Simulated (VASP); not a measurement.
Here is a VASP 6.6.1 calculation.

File INCAR:

```
ALGO = Normal
EDIFF = 1E-6
ENCUT = 520
GGA = PE
ISIF = 2
ISMEAR = 0
LASPH = T
LCHARG = F
LREAL = F
LWAVE = F
NBANDS = 16
NELM = 80
PREC = Accurate
SIGMA = 0.05
```

KPOINTS

```
k-points
0
Gamma
  10 10 10
```

POSCAR

```
CdSe
1.0
    0.0000000000      3.0243163719      3.0243163719
    3.0243163719      0.0000000000      3.0243163719
    2.9448776619      2.9448776619      0.0794387100
Cd Se
1 1
Direct
    0.0000000000      0.0000000000      0.0000000000
    0.7500000000      0.7500000000      0.7500000000
```

Potentials or basis: VASP PAW PBE potentials, release 64 (Cd, Se).

Run with:

```console
$ cat potpaw_PBE.64/Cd/POTCAR potpaw_PBE.64/Se/POTCAR > POTCAR
$ mpirun -np 1 vasp_std > vasp.out
```

(1) What does it give for the band gap on the k mesh?

(2) Predict the pressure.

(3) What does it give for the largest force?

Answers

(1) 0.66 eV.

(2) 7.2 GPa.

(3) 0.492 eV/Å.

Caveat: the cell stands under pressure.
